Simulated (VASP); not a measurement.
# AlRu (Cmmm) in VASP: further runs

Runs on AlRu. Level: PBEsol. Tasks: single point.

All numbers are computed with VASP 6.6.1; they aren't measurements. Logs are shortened: lines on timing, memory, paths and dates and some standing lists are left out, and cuts for length are marked.

## (1) The cell of the first run

It takes space group Cmmm (No. 65, orthorhombic). Conventional cell: a = 4.167 Å, b = 4.294 Å, c = 2.992 Å, α = 90.00°, β = 90.00°, γ = 90.00°. Al (site symmetry mmm) has 8 Ru at 2.56 to 2.62 Å and 6 Al at 2.99 Å within 3.4 Å. Ru (site symmetry mmm) has 8 Al at 2.56 to 2.62 Å and 6 Ru at 2.99 Å within 3.4 Å.

## (2) Single point, PBEsol (strain -0.0300 x Voigt [0, 0, 0, 0, 1, 0])

File INCAR:

```
PREC = Accurate ; ENCUT = 520
EDIFF = 1E-6 ; ISMEAR = 0
SIGMA = 0.15 ; LREAL = False
LASPH = True ; NELM = 100
ALGO = Fast ; ISIF = 2
LWAVE = False ; LCHARG = False
GGA = PS ; NBANDS = 16
```

File KPOINTS:

```
regular mesh
0
Gamma
  16 16 16
```

File POSCAR:

```
AlRu
1.0
    2.9916000000      0.0000000000     -0.0448740000
    0.0000000000      2.9916000000      0.0000000000
   -0.0448740000      0.0000000000      2.9916000000
Al Ru
1 1
Direct
    0.0000000000      0.0000000000      0.0000000000
    0.5000000000      0.5000000000      0.5000000000
```

Potentials or basis: VASP PAW PBE potentials, release 64 (Al, Ru_pv).

Launch:

```sh
$ cat potpaw_PBE.64/Al/POTCAR potpaw_PBE.64/Ru_pv/POTCAR > POTCAR
$ mpirun -np 1 vasp_std > vasp.out
```

OUTCAR:

```text
PREC = Accurate
   ENCUT = 520
   EDIFF = 1E-6
   ISMEAR = 0
   LREAL = False
   LASPH = True
   NELM = 100
   ISIF = 2
   GGA = PS

 ion  position               nearest neighbor table
   1  0.000  0.000  0.000-   2 2.56   2 2.56   2 2.56   2 2.56   2 2.62   2 2.62   2 2.62   2 2.62

   2  0.500  0.500  0.500-   1 2.56   1 2.56   1 2.56   1 2.56   1 2.62   1 2.62   1 2.62   1 2.62

  LATTYP: Found a base centered orthorhombic cell.
 ALAT       =     4.1672998738
 B/A-ratio  =     1.0304568528
 C/A-ratio  =     0.7178749048

  Lattice vectors:

 A1 = (  -0.0448740000,   0.0000000000,   2.9916000000)
 A2 = (   2.9916000000,   0.0000000000,  -0.0448740000)
 A3 = (   0.0000000000,   2.9916000000,   0.0000000000)

Analysis of symmetry for initial positions (statically):
=====================================================================
 Subroutine PRICEL returns:
 Original cell was already a primitive cell.

 Routine SETGRP: Setting up the symmetry group for a
 base centered orthorhombic supercell.

 Subroutine GETGRP returns: Found  8 space group operations
 (whereof  8 operations were pure point group operations)
 out of a pool of  8 trial point group operations.

The static configuration has the point symmetry D_2h.

Analysis of symmetry for dynamics (positions and initial velocities):
=====================================================================
 Subroutine PRICEL returns:
 Original cell was already a primitive cell.

 Routine SETGRP: Setting up the symmetry group for a
 base centered orthorhombic supercell.

 Subroutine GETGRP returns: Found  8 space group operations
 (whereof  8 operations were pure point group operations)
 out of a pool of  8 trial point group operations.

The dynamic configuration has the point symmetry D_2h.

 Subroutine INISYM returns: Found  8 space group operations
 (whereof  8 operations are pure point group operations),
 and found     1 'primitive' translations

----------------------------------------------------------------------------------------

                                     Primitive cell

  volume of cell :      26.7678

  direct lattice vectors                    reciprocal lattice vectors
     2.991600000  0.000000000 -0.044874000     0.334344515  0.000000000  0.005015168
     0.000000000  2.991600000  0.000000000     0.000000000  0.334269287  0.000000000
    -0.044874000  0.000000000  2.991600000     0.005015168  0.000000000  0.334344515

  length of vectors
     2.991936536  2.991600000  2.991936536     0.334382126  0.334269287  0.334382126

  position of ions in fractional coordinates (direct lattice)
     0.000000000  0.000000000  0.000000000
     0.500000000  0.500000000  0.500000000

  ion indices of the primitive-cell ions
   primitive index   ion index
                 1           1
                 2           2

----------------------------------------------------------------------------------------

 KPOINTS: regular mesh

Automatic generation of k-mesh.
 Grid dimensions read from file:
 generate k-points for:   16   16   16

 Generating k-lattice:

  Cartesian coordinates                     Fractional coordinates (reciprocal lattice)
     0.020896532  0.000000000  0.000313448     0.062500000  0.000000000  0.000000000
     0.000000000  0.020891830  0.000000000     0.000000000  0.062500000  0.000000000
     0.000313448  0.000000000  0.020896532     0.000000000  0.000000000  0.062500000

  Length of vectors
     0.020898883  0.020891830  0.020898883

  Shift w.r.t. Gamma in fractional coordinates (k-lattice)
     0.000000000  0.000000000  0.000000000

 Subroutine IBZKPT returns following result:
 ===========================================

 Found    657 irreducible k-points:

 Following reciprocal coordinates:
            Coordinates               Weight
  0.000000  0.000000  0.000000      1.000000
  0.062500  0.000000 -0.000000      4.000000
  0.125000  0.000000 -0.000000      4.000000
  0.187500  0.000000  0.000000      4.000000
  0.250000  0.000000 -0.000000      4.000000
  0.312500  0.000000  0.000000      4.000000
[... 16 lines left out ...]
  0.250000  0.125000 -0.000000      8.000000
  0.312500  0.125000  0.000000      8.000000
 [... further k-points ...]
   k-points           NKPTS =    657   k-points in BZ     NKDIM =    657   number of bands    NBANDS=     16
   number of dos      NEDOS =    301   number of ions     NIONS =      2
   total plane-waves  NPLWV =  13824
   dimension x,y,z NGX =    24 NGY =   24 NGZ =   24
   dimension x,y,z NGXF=    48 NGYF=   48 NGZF=   48
   ions per type =               1   1
   NGX,Y,Z   is equivalent  to a cutoff of  13.34, 13.34, 13.34 a.u.
   NGXF,Y,Z  is equivalent  to a cutoff of  26.67, 26.67, 26.67 a.u.
 SYSTEM =  unknown system
   PREC   = accura    normal or accurate (medium, high low for compatibility)
   ISTART =      0    job   : 0-new  1-cont  2-samecut
   ICHARG =      2    charge: 1-file 2-atom 10-const
   ISPIN  =      1    spin polarized calculation?
   LNONCOLLINEAR =      F non collinear calculations
   LSORBIT =      F    spin-orbit coupling
   LASPH  =      T    aspherical Exc in radial PAW
   ENCUT  =  520.0 eV  38.22 Ry    6.18 a.u.   5.56  5.56  5.56*2*pi/ulx,y,z
   NELM   =    100;   NELMIN=  2; NELMDL= -5     # of ELM steps
   EDIFF  = 0.1E-05   stopping-criterion for ELM
   LREAL  =      F    real-space projection
   EDIFFG = 0.1E-04   stopping-criterion for IOM
   NSW    =      0    number of steps for IOM
   IBRION =     -1    ionic relax: 0-MD 1-quasi-New 2-CG
   NFREE  =      0    steps in history (QN), initial steepest desc. (CG)
   ISIF   =      2    stress and relaxation
   ISYM   =      2    0-nonsym 1-usesym 2-fastsym
   POTIM  = 0.5000    time-step for ionic-motion
   TEBEG  =    0.0;   TEEND  =   0.0 temperature during run
   PSTRESS=    0.0 pullay stress
   NELECT =      17.0000    total number of electrons
   NUPDOWN=      -1.0000    fix difference up-down
   EMIN   =  10.00;   EMAX   =-10.00  energy-range for DOS
   EFERMI =   0.00;   METHOD = LEGACY
   ISMEAR =     0;   SIGMA  =   0.15  broadening in eV -4-tet -1-fermi 0-gaus
   EFERMI_NEDOS =   21; number of points for ismear=-14 and -15
   IALGO  =     68    algorithm
   IMIX   =      4    mixing-type and parameters
     AMIX     =   0.40;   BMIX     =  1.00
     AMIX_MAG =   1.60;   BMIX_MAG =  1.00
  volume/ion in A,a.u.               =      13.38        90.32
  Fermi-wavevector in a.u.,A,eV,Ry     =   1.407193  2.659208 26.942132  1.980191
  Thomas-Fermi vector in A             =   2.529477
   LORBIT       =      0    0 simple, 1 ext, 2 COOP (PROOUT), +10 PAW based schemes
   GGA     = PS    functional components
   LHFCALC =     F    Hartree Fock is set to
   AEXX    =    0.0000 exact exchange contribution
   IVDW    =     0    specifies the selected vdW correction
   LEPSILON=     F    determine dielectric tensor
   LRPA    =     F    only Hartree local field effects (RPA)
 non-spin polarized calculation
 RMM-DIIS sequential band-by-band and
 Gauss-broadening in eV      SIGMA  =   0.15
  energy-cutoff  :      520.00
  volume of cell :       26.77
 maximum number of plane-waves:       739
 NGX is ok and might be reduce to    24
   NGX = 11   NGY = 11   NGZ = 11

 number of electron      16.9999995 magnetization

 Free energy of the ion-electron system (eV)
  ---------------------------------------------------
  ext. energy  EPLUGINS =         0.00000000
  ---------------------------------------------------
  free energy    TOTEN  =       -15.51361854 eV

  energy without entropy =      -15.49462504  energy(sigma->0) =      -15.50412179

 E-fermi :  10.6166     XC(G=0): -12.6876

 val. band max:       10.6128535756   @ k =   0.2500   0.1250  -0.0000
 cond. band min:      10.6171963373   @ k =  -0.2500   0.4375   0.1875
 fundamental gap:      0.0043427617
 Fermi energy:        10.6165669142

 k-point     1 :       0.0000    0.0000    0.0000
  band No.  band energies     occupation
      1     -31.1138      2.00000
      2     -31.1110      2.00000
      3     -31.1046      2.00000
      4       0.9156      2.00000
      5       7.0049      2.00000
      6       7.0134      2.00000
[... 8 lines left out ...]
     15      22.6054      0.00000
     16      25.6862      0.00000

 k-point     2 :       0.0625    0.0000   -0.0000
  band No.  band energies     occupation
      1     -31.1192      2.00000
      2     -31.1103      2.00000
      3     -31.1067      2.00000
      4       0.9910      2.00000
      5       7.0315      2.00000
      6       7.0401      2.00000
[... 8 lines left out ...]
     15      22.6059      0.00000
     16      25.9202      0.00000

 k-point     3 :       0.1250    0.0000   -0.0000
  band No.  band energies     occupation
      1     -31.1410      2.00000
      2     -31.1084      2.00000
      3     -31.1061      2.00000
      4       1.2145      2.00000
      5       7.1015      2.00000
      6       7.1112      2.00000
[... 8 lines left out ...]
     15      22.6135      0.00000
     16      26.6541      0.00000

 k-point     4 :       0.1875    0.0000    0.0000
  band No.  band energies     occupation
      1     -31.1750      2.00000
      2     -31.1054      2.00000
      3     -31.1035      2.00000
      4       1.5782      2.00000
      5       7.1538      2.00000
      6       7.2287      2.00000
[... 8 lines left out ...]
     15      23.0363      0.00000
     16      27.7736      0.00000
[... 324 lines left out ...]
 k-point    22 :       0.1875    0.1250    0.0000
  band No.  band energies     occupation
      1     -31.1721      2.00000
      2     -31.1362      2.00000
      3     -31.1009      2.00000
      4       1.8600      2.00000
      5       7.2550      2.00000
      6       7.3494      2.00000
[... 8 lines left out ...]
     15      23.7364      0.00000
     16      27.1006      0.00000

 k-point    23 :       0.2500    0.1250   -0.0000
  band No.  band energies     occupation
      1     -31.2121      2.00000
      2     -31.1326      2.00000
      3     -31.0976      2.00000
      4       2.3368      2.00000
      5       7.2063      2.00000
      6       7.4953      2.00000
[... 8 lines left out ...]
     15      24.3730      0.00000
     16      25.9371      0.00000

 k-point    24 :       0.3125    0.1250    0.0000
  band No.  band energies     occupation
      1     -31.2519      2.00000
      2     -31.1289      2.00000
      3     -31.0942      2.00000
      4       2.9192      2.00000
      5       6.9389      2.00000
      6       7.6552      2.00000
[... 8 lines left out ...]
     15      24.6693      0.00000
     16      24.9630      0.00000

 [... further k-points ...]
[... 5 lines left out ...]
  --------------------------------------------------------------------------------------
  -------------------------------------------------------------------------------------
  Total       -0.5122842     -0.5092919     -0.5122842      0.0000000      0.0000000      0.6492829
  in kB      -30.6625800    -30.4834789    -30.6625800      0.0000000      0.0000000     38.8625876
  external PRESSURE =     -30.6028796 kB  Pullay stress =       0.0000000 kB

 VOLUME and BASIS-vectors are now :
 -----------------------------------------------------------------------------
  energy-cutoff  :      520.00
  volume of cell :       26.77
      direct lattice vectors                 reciprocal lattice vectors
     2.991600000  0.000000000 -0.044874000     0.334344515  0.000000000  0.005015168
     0.000000000  2.991600000  0.000000000     0.000000000  0.334269287  0.000000000
    -0.044874000  0.000000000  2.991600000     0.005015168  0.000000000  0.334344515

 POSITION                                       TOTAL-FORCE (eV/Angst)
 -----------------------------------------------------------------------------------
      0.00000      0.00000      0.00000         0.000000      0.000000     -0.000000
      1.47336      1.49580      1.47336        -0.000000      0.000000      0.000000
 -----------------------------------------------------------------------------------
    total drift:                                0.000000     -0.000000     -0.000000

  FREE ENERGIE OF THE ION-ELECTRON SYSTEM (eV)
  ---------------------------------------------------
  free  energy   TOTEN  =       -15.5136185351 eV

  energy  without entropy=      -15.4946250429  energy(sigma->0) =      -15.50412179
```

Run time: 2 min. Hardware: 1 thread of Intel Xeon Platinum 8259CL at 2.50GHz (Skylake/Cascade Lake), shared host; peak memory 0.37 GiB.

Results:

```
Free energy            : -15.5136 eV
Pressure               : -3.1 GPa
Band gap on the k mesh : zero (an odd number of electrons rules out a gap without spin polarisation)
```

Caveat: the cell differs from its parent crystal (strain -0.0300 x Voigt [0, 0, 0, 0, 1, 0]); the cell stands under tension; the PAW data sets were made with another functional, which shifts forces and pressure a little.

## (3) Single point, PBEsol (strain +0.0150 x Voigt [0, 0, 0, 0, 1, 0])

File INCAR:

```
ALGO = Fast
EDIFF = 1E-6
ENCUT = 520
GGA = PS
ISIF = 2
ISMEAR = 0
LASPH = True
LCHARG = False
LREAL = False
LWAVE = False
NBANDS = 16
NELM = 80
PREC = Accurate
SIGMA = 0.15
```

File KPOINTS:

```
k-points
0
Gamma
  16 16 16
```

File POSCAR:

```
AlRu
1.0
    2.9916000000      0.0000000000      0.0224370000
    0.0000000000      2.9916000000      0.0000000000
    0.0224370000      0.0000000000      2.9916000000
Al Ru
1 1
Direct
    0.0000000000      0.0000000000      0.0000000000
    0.5000000000      0.5000000000      0.5000000000
```

Potentials or basis: VASP PAW PBE potentials, release 64 (Al, Ru_pv).

Launch:

```sh
$ cat potpaw_PBE.64/Al/POTCAR potpaw_PBE.64/Ru_pv/POTCAR > POTCAR
$ mpirun -np 1 vasp_std > vasp.out
```

OUTCAR:

```text
EDIFF = 1E-6
   ENCUT = 520
   GGA = PS
   ISIF = 2
   ISMEAR = 0
   LASPH = True
   LREAL = False
   NELM = 80
   PREC = Accurate

 ion  position               nearest neighbor table
   1  0.000  0.000  0.000-   2 2.58   2 2.58   2 2.58   2 2.58   2 2.60   2 2.60   2 2.60   2 2.60

   2  0.500  0.500  0.500-   1 2.58   1 2.58   1 2.58   1 2.58   1 2.60   1 2.60   1 2.60   1 2.60

  LATTYP: Found a base centered orthorhombic cell.
 ALAT       =     4.1990305835
 B/A-ratio  =     1.0151133501
 C/A-ratio  =     0.7124501574

  Lattice vectors:

[... 628 lines left out ...]
      4       2.9165      2.00000
      5       6.9369      2.00000
      6       7.6556      2.00000
[... 8 lines left out ...]
     15      24.6734      0.00000
     16      24.9698      0.00000

 [... further k-points ...]
[... 5 lines left out ...]
  --------------------------------------------------------------------------------------
  -------------------------------------------------------------------------------------
  Total       -0.5316582     -0.5309179     -0.5316582      0.0000000      0.0000000     -0.3246765
  in kB      -31.8168328    -31.7725314    -31.8168328      0.0000000      0.0000000    -19.4301139
  external PRESSURE =     -31.8020657 kB  Pullay stress =       0.0000000 kB

 VOLUME and BASIS-vectors are now :
 -----------------------------------------------------------------------------
  energy-cutoff  :      520.00
  volume of cell :       26.77
      direct lattice vectors                 reciprocal lattice vectors
     2.991600000  0.000000000  0.022437000     0.334288091  0.000000000 -0.002507161
     0.000000000  2.991600000  0.000000000     0.000000000  0.334269287  0.000000000
     0.022437000  0.000000000  2.991600000    -0.002507161  0.000000000  0.334288091

 POSITION                                       TOTAL-FORCE (eV/Angst)
 -----------------------------------------------------------------------------------
      0.00000      0.00000      0.00000        -0.000000      0.000000      0.000000
      1.50702      1.49580      1.50702         0.000000      0.000000      0.000000
 -----------------------------------------------------------------------------------
    total drift:                                0.000000     -0.000000     -0.000000

  FREE ENERGIE OF THE ION-ELECTRON SYSTEM (eV)
  ---------------------------------------------------
  free  energy   TOTEN  =       -15.5208064643 eV

  energy  without entropy=      -15.5017544522  energy(sigma->0) =      -15.51128046
```

OSZICAR:

```text
N       E                     dE             d eps       ncg     rms          rms(c)
DAV:   1     0.114914581370E+03    0.11491E+03   -0.91834E+03 21496   0.990E+02
DAV:   2    -0.144188524873E+02   -0.12933E+03   -0.12318E+03 24592   0.292E+02
DAV:   3    -0.163005752415E+02   -0.18817E+01   -0.18761E+01 26936   0.368E+01
DAV:   4    -0.163141789269E+02   -0.13604E-01   -0.13586E-01 26432   0.329E+00
DAV:   5    -0.163143764802E+02   -0.19755E-03   -0.19717E-03 25840   0.378E-01    0.132E+01
RMM:   6    -0.156221430960E+02    0.69223E+00   -0.23419E+00 21647   0.119E+01    0.238E+00
RMM:   7    -0.155393108012E+02    0.82832E-01   -0.14538E-01 22329   0.310E+00    0.199E+00
RMM:   8    -0.155211236048E+02    0.18187E-01   -0.17490E-02 23246   0.933E-01    0.200E-01
RMM:   9    -0.155208125531E+02    0.31105E-03   -0.13314E-03 24075   0.301E-01    0.131E-01
RMM:  10    -0.155208073465E+02    0.52067E-05   -0.18760E-04 25374   0.127E-01    0.297E-02
RMM:  11    -0.155208081473E+02   -0.80083E-06   -0.45777E-05 25191   0.558E-02    0.216E-02
RMM:  12    -0.155208064496E+02    0.16977E-05   -0.13375E-05 25814   0.305E-02    0.915E-03
RMM:  13    -0.155208064643E+02   -0.14713E-07   -0.19724E-06 20095   0.127E-02
   1 F= -.15520806E+02 E0= -.15511280E+02  d E =-.190520E-01
```

It took 2.2 min on 1 thread of Intel Xeon Platinum 8259CL at 2.50GHz (Skylake/Cascade Lake), shared host; peak memory 0.37 GiB.

What came out:

```yaml
Free_energy: -15.5208 eV
Pressure: -3.2 GPa
Band_gap_on_the_k_mesh: zero (an odd number of electrons rules out a gap without spin polarisation)
```

Stress tensor (GPa, compression positive):
```
-3.18  0.00 -1.94
 0.00 -3.18  0.00
-1.94  0.00 -3.18
```

Levels at points of the mesh, in eV from the Fermi level:
| k point | band 6 | band 7 | band 8 | band 9 | band 10 | band 11 | band 12 | band 13 |
| --- | --- | --- | --- | --- | --- | --- | --- | --- |
| (0.00, 0.00, 0.00) | -3.61 | 0.14 | 0.17 | 0.21 | 6.04 | 6.05 | 6.07 | 10.98 |
| (0.50, 0.00, 0.00) | -2.81 | -1.62 | -1.61 | 0.43 | 2.27 | 7.43 | 10.97 | 10.98 |
| (0.00, 0.50, 0.00) | -2.81 | -1.67 | -1.56 | 0.43 | 2.27 | 7.44 | 10.94 | 11.03 |
| (0.50, 0.50, 0.00) | -1.38 | -1.38 | -1.18 | -1.18 | 1.51 | 5.26 | 6.26 | 10.57 |
| (0.50, 0.00, 0.50) | -1.49 | -1.28 | -1.18 | -1.17 | 1.51 | 5.24 | 6.28 | 10.58 |
| (0.50, 0.50, 0.50) | -4.62 | 1.60 | 1.60 | 2.58 | 3.96 | 4.09 | 4.20 | 8.47 |

Caveat: the cell differs from its parent crystal (strain +0.0150 x Voigt [0, 0, 0, 0, 1, 0]); the cell stands under tension; the PAW data sets were made with another functional, which shifts forces and pressure a little.

(Continued in part 2 of 2.)
